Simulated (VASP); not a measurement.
The system is PbSe.

```xyz
2
Lattice="3.7589 0.0000 0.0000 0.0000 3.7589 0.0000 0.0000 0.0000 3.7589" Properties=species:S:1:pos:R:3 pbc="T T T"
Pb    0.0000    0.0000    0.0000
Se    1.8795    1.8795    1.8795
```

Base run:

```yaml
Program: VASP 6.6.1
Functional: PBE
Potentials_or_basis: VASP PAW PBE potentials, release 64 (Pb_d, Se)
Cutoff: 520 eV
k_mesh: 7 × 7 × 7
Occupations: fermi-dirac, width 0.05 eV
Spin: no spin polarisation
```

Its results: band gap on the k mesh zero (band 10 reaches 5.53 eV, above the bottom of band 11 at 5.36 eV); pressure 0.8 GPa.

**Question.** The run is repeated on the same cell with these changes: functional from PBE to r2SCAN. What comes out?

**Answer.** Band gap on the k mesh 0.03 eV, indirect (least direct gap 1.40 eV); pressure 0.3 GPa.

Caveats: spin-orbit coupling is left out, which moves the levels of the heavy elements; the PAW data sets were made with another functional, which shifts forces and pressure a little (some runs).

A k mesh can miss the band edges.
